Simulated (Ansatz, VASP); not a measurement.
Two plane-wave programs on BaZn2B2

Contents of INCAR:

```
SYSTEM = BaZn2B2
ALGO     = Normal         ! electronic algorithm
EDIFF    = 1E-6           ! SCF threshold, eV
ENCUT    = 520            ! plane-wave cutoff, eV
GGA      = PE             ! functional
ISIF     = 2              ! what is computed and relaxed
ISMEAR   = 1              ! smearing method
ISPIN    = 2              ! spin polarisation
LASPH    = .True.         ! aspherical terms in the spheres
LCHARG   = .False.        ! write CHGCAR
LORBIT   = 11             ! projections on sites
LREAL    = .False.        ! projectors in reciprocal space
LWAVE    = .False.        ! write WAVECAR
MAGMOM   = 0.2 0.2 0.2 0.2 0.2 0.2 0.2 0.2 0.2 0.2 ! initial moments
NBANDS   = 55             ! bands
NELM     = 150            ! most SCF steps
PREC     = Accurate       ! precision mode
SIGMA    = 0.2569         ! smearing width, eV
```

KPOINTS

```
k-points
0
Gamma
  4 4 2
  0 0 0
```

Contents of POSCAR:

```
BaZn2B2
1.0
    4.1493580000      0.0000000000      0.0000000000
    0.0000000000      4.1493580000      0.0000000000
    0.0000000000      0.0000000000     10.0239290000
B Zn Ba
4 4 2
Direct
    0.0000000000      0.5000000000      0.8660000000
    0.5000000000      0.0000000000      0.1340000000
    0.0000000000      0.0000000000      0.5000000000
    0.5000000000      0.5000000000      0.5000000000
    0.0000000000      0.5000000000      0.6140000000
    0.5000000000      0.0000000000      0.3860000000
    0.0000000000      0.0000000000      0.0000000000
    0.5000000000      0.5000000000      0.0000000000
    0.0000000000      0.5000000000      0.2480000000
    0.5000000000      0.0000000000      0.7520000000
```

Input for Ansatz:

```yaml
crystal:
  lattice:
    - [4.149358, 0.0, 0.0]
    - [0.0, 4.149358, 0.0]
    - [0.0, 0.0, 10.023929]
  atoms:
    - { symbol: B, position: [0.0, 0.5, 0.866], spin: 0.2 }
    - { symbol: B, position: [0.5, 0.0, 0.134], spin: 0.2 }
    - { symbol: Zn, position: [0.0, 0.5, 0.614], spin: 0.2 }
    - { symbol: Zn, position: [0.5, 0.0, 0.386], spin: 0.2 }
    - { symbol: Ba, position: [0.0, 0.5, 0.248], spin: 0.2 }
    - { symbol: Ba, position: [0.5, 0.0, 0.752], spin: 0.2 }
    - { symbol: B, position: [0.0, 0.0, 0.5], spin: 0.2 }
    - { symbol: B, position: [0.5, 0.5, 0.5], spin: 0.2 }
    - { symbol: Zn, position: [0.0, 0.0, 0.0], spin: 0.2 }
    - { symbol: Zn, position: [0.5, 0.5, 0.0], spin: 0.2 }
  symmetry: { tolerance: 0.0003 }
kpoints:
  mp_grid: { grid: [4, 4, 2], shift: [0, 0, 0] }
magnetization:
  spin_polarized: true
scf:
  occupations: { method: cold, width: 0.2569 }
hamiltonian:
  pseudopotentials: { kind: paw }
  xc: pbe
basis:
  ecutwfc: 420
output:
  forces: true
  stress: true
  eigenvalues: true
  write_density: true
  write_potential: true
  elf: true
  volumetric_format: npy
```

Alike in both runs: task single point; functional PBE; k mesh 4 × 4 × 2; collinear spin.

```csv
,VASP,Ansatz
version,VASP 6.6.1,Ansatz 0.2.0
potentials or method,"VASP PAW PBE potentials, release 64 (B, Zn, Ba_sv), cutoff 520 eV",PAW plane waves
occupations,"methfessel-paxton of order 1, width 0.2569 eV","cold, width 0.2569 eV"
valence electrons in the cell,80,80
```

VASP gave:

- gap on the k mesh at the Fermi level (eV): none
- pressure (GPa): -2.9
- rms of the force components (eV/Å): 0.304
- net moment per atom (μB): 0.00

Q: Which values does Ansatz return?

A: gap on the k mesh at the Fermi level (eV): none; pressure (GPa): -3.7; rms of the force components (eV/Å): 0.290; net moment per atom (μB): 0.00.

A gap of «none» marks a metal or a gap that the smearing closes. Ansatz's warnings: seeded moment not kept, stability check not made.

The k mesh is coarse, so the values compare programs but aren't converged. Neither program's run includes spin-orbit coupling.
